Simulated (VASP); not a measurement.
Wanted: the native input for a VASP 6.6.1 run.

| Quantity | Value |
| --- | --- |
| Task | single point |
| Functional | r2SCAN |
| Potentials or basis | VASP PAW PBE potentials, release 64 (Cu, I) |
| Cutoff | 660 eV |
| k mesh | 6 × 6 × 4 |
| Occupations | gaussian, width 0.01 eV |
| Spin | no spin polarisation |
| Dipole correction | no |
| Further INCAR settings | ALGO = Normal; EDIFF = 1e-06; NBANDS = 26 |

The system is CuI.

```
CELL_PARAMETERS angstrom
4.37554 0.00000 0.00000
-2.18777 3.78933 0.00000
0.00000 0.00000 6.86354
ATOMIC_POSITIONS crystal
Cu 0.33333 0.66667 0.25000
Cu 0.66667 0.33333 0.75000
I 0.66667 0.33333 0.25000
I 0.33333 0.66667 0.75000
```

This cell differs from its parent crystal: uniaxial z strain -5.4%.

One way to write it, as run:

POSCAR

```
CuI
1.0
    4.3755380775      0.0000000000      0.0000000000
   -2.1877690387      3.7893271303      0.0000000000
    0.0000000000      0.0000000000      6.8635350572
Cu I
2 2
Direct
    0.3333333333      0.6666666667      0.2500000000
    0.6666666667      0.3333333333      0.7500000000
    0.6666666667      0.3333333333      0.2500000000
    0.3333333333      0.6666666667      0.7500000000
```

INCAR.step1

```
SYSTEM = CuI
PREC = Accurate ; ENCUT = 660
ISMEAR = 0 ; SIGMA = 0.01
LREAL = .FALSE. ; LASPH = .TRUE.
NELM = 120 ; NBANDS = 26
GGA = PE ; ALGO = Normal
EDIFF = 1E-5 ; LWAVE = .TRUE.
LCHARG = .FALSE. ; GGA_COMPAT = .FALSE.
```

INCAR.step2

```
SYSTEM = CuI
PREC = Accurate ; ENCUT = 660
EDIFF = 1E-6 ; ISMEAR = 0
SIGMA = 0.01 ; LREAL = .FALSE.
LASPH = .TRUE. ; NELM = 120
ALGO = Normal ; ISIF = 2
LWAVE = .FALSE. ; LCHARG = .FALSE.
METAGGA = R2SCAN ; LMIXTAU = .TRUE.
NBANDS = 26 ; ISTART = 1
GGA_COMPAT = .FALSE.
```

KPOINTS

```
Automatic mesh
0
G
  6 6 4
  0 0 0
```

Potentials or basis: VASP PAW PBE potentials, release 64 (Cu, I).

Launch:

```console
$ cat potpaw_PBE.64/Cu/POTCAR potpaw_PBE.64/I/POTCAR > POTCAR
$ cp INCAR.step1 INCAR
$ mpirun -np 1 vasp_std > vasp.out
$ cp INCAR.step2 INCAR
$ mpirun -np 1 vasp_std > vasp.out
```

Results of the run:

* Pressure: 0.7 GPa
* Band gap on the k mesh: 1.49 eV

Caveat: the cell differs from its parent crystal (uniaxial z strain -5.4%); the PAW data sets were made with another functional, which shifts forces and pressure a little; spin-orbit coupling is left out, which moves the levels of the heavy elements.

It took 11 min on 1 thread of Intel Xeon 8259CL, with other jobs on the host, peak memory 0.37 GiB.
